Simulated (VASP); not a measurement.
Set up this calculation in VASP 6.6.1, as the native input.

* Task: electric field gradients
* Functional: PBEsol
* Potentials or basis: VASP PAW PBE potentials, release 64 (Si)
* Cutoff: 520 eV
* k mesh: 4 × 4 × 4
* Occupations: gaussian, width 0.01 eV
* Spin: no spin polarisation
* Dipole correction: no
* Further INCAR settings: LREAL = Auto; ALGO = Normal; EDIFF = 1e-08; NBANDS = 46

The structure of Si lies in POSCAR:

```
Si
1.0
    0.0000000000      5.4271200000      5.4271200000
    5.4271200000      0.0000000000      5.4271200000
    5.4271200000      5.4271200000      0.0000000000
Si
16
Direct
    0.3750000000      0.3750000000      0.3750000000
    0.3750000000      0.3750000000      0.8750000000
    0.3750000000      0.8750000000      0.3750000000
    0.3750000000      0.8750000000      0.8750000000
    0.8750000000      0.3750000000      0.3750000000
    0.8750000000      0.3750000000      0.8750000000
    0.8750000000      0.8750000000      0.3750000000
    0.8750000000      0.8750000000      0.8750000000
    0.2500000000      0.2500000000      0.2500000000
    0.2500000000      0.2500000000      0.7500000000
    0.2500000000      0.7500000000      0.2500000000
    0.2500000000      0.7500000000      0.7500000000
    0.7500000000      0.2500000000      0.2500000000
    0.7500000000      0.2500000000      0.7500000000
    0.7500000000      0.7500000000      0.2500000000
    0.7500000000      0.7500000000      0.7500000000
```

One way to write it, as run:

INCAR

```
  PREC = Accurate
  ENCUT = 520
  EDIFF = 1E-8
  ISMEAR = 0
  SIGMA = 0.01
  LREAL = Auto
  LASPH = T
  NELM = 60
  ALGO = Normal
  ISIF = 2
  LWAVE = F
  LCHARG = F
  GGA = PS
  LEFG = T
  NBANDS = 46
```

KPOINTS

```
Automatic mesh
0
Gamma
  4 4 4
```

Potentials or basis: VASP PAW PBE potentials, release 64 (Si).

Launch:

```console
$ cat potpaw_PBE.64/Si/POTCAR > POTCAR
$ mpirun -np 1 vasp_std > vasp.out
```

Results of the run:

| Item | Value |
| --- | --- |
| Pressure | 0.4 GPa |
| Band gap on the k mesh | 0.50 eV |

Caveat: without QUAD_EFG the Cq values of the log hold for a quadrupole moment of 1 mb, not for the nuclei; the PAW data sets were made with another functional, which shifts forces and pressure a little.

Wall time 2.1 min on 1 thread of Intel(R) Xeon(R) 6975P-C (Granite Rapids), on a shared host, peak memory 0.46 GiB.
